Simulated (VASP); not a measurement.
A run of VASP 6.6.1 is set up as follows.

Contents of INCAR:

```
SYSTEM = Cu
PREC     = Accurate       ! precision mode
ENCUT    = 520            ! plane-wave cutoff, eV
EDIFF    = 1E-6           ! SCF threshold, eV
ISMEAR   = 0              ! smearing method
SIGMA    = 0.1            ! smearing width, eV
LREAL    = .False.        ! projectors in reciprocal space
LASPH    = .True.         ! aspherical terms in the spheres
NELM     = 60             ! most SCF steps
ALGO     = Normal         ! electronic algorithm
ISIF     = 2              ! what is computed and relaxed
LWAVE    = .False.        ! write WAVECAR
LCHARG   = .True.         ! write CHGCAR
LELF     = .True.         ! ELF
LVHAR    = .True.       
NBANDS   = 12             ! bands
```

File KPOINTS:

```
regular mesh
0
Gamma
  20 20 20
  0 0 0
```

Contents of POSCAR:

```
Cu
1.0
    0.0000000000      1.7593189909      1.7593189909
    1.7593189909      0.0000000000      1.7593189909
    1.7593189909      1.7593189909      0.0000000000
Cu
1
Direct
    0.0000000000      0.0000000000      0.0000000000
```

Potentials or basis: VASP PAW LDA potentials, release 64 (Cu).

Command:

```bash
$ cat potpaw_LDA.64/Cu/POTCAR > POTCAR
$ mpirun -np 1 vasp_std > vasp.out
```

Question: What does it give for the pressure?

Answer: 0.8 GPa.
